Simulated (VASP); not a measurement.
Here is a VASP 6.6.1 calculation.

Contents of INCAR:

```
ALGO     = Normal         # electronic algorithm
EDIFF    = 1E-6           # SCF threshold, eV
ENCUT    = 500            # plane-wave cutoff, eV
GGA      = PE             # functional
GGA_COMPAT= F            
ISIF     = 2              # what is computed and relaxed
ISMEAR   = 0              # smearing method
LASPH    = T              # aspherical terms in the spheres
LCHARG   = F              # write CHGCAR
LREAL    = F              # projectors in reciprocal space
LWAVE    = F              # write WAVECAR
NBANDS   = 28             # bands
NELM     = 120            # most SCF steps
PREC     = Accurate       # precision mode
SIGMA    = 0.1            # smearing width, eV
```

Contents of KPOINTS:

```
k-points
0
Gamma
  4 4 4
```

Contents of POSCAR:

```
Ca3AsP
1.0
    5.3338990000      0.0000000000      0.0000000000
    0.0000000000      5.3338990000      0.0000000000
    0.0000000000      0.0000000000      5.3338990000
Ca P As
3 1 1
Direct
    0.0000000000      0.5000000000      0.5000000000
    0.5000000000      0.0000000000      0.5000000000
    0.5000000000      0.5000000000      0.0000000000
    0.5000000000      0.5000000000      0.5000000000
    0.0000000000      0.0000000000      0.0000000000
```

Potentials or basis: VASP PAW PBE potentials, release 64 (Ca_sv, P, As).

Launch:

```console
$ cat potpaw_PBE.64/Ca_sv/POTCAR potpaw_PBE.64/P/POTCAR potpaw_PBE.64/As/POTCAR > POTCAR
$ mpirun -np 1 vasp_std > vasp.out
```

**Question.** Estimate the pressure.

**Answer.** 0.0 GPa.

**Question.** Predict the band gap on the k mesh.

**Answer.** 0.18 eV.

Caveat: semilocal functionals underestimate gaps, and a narrow one can read as zero.
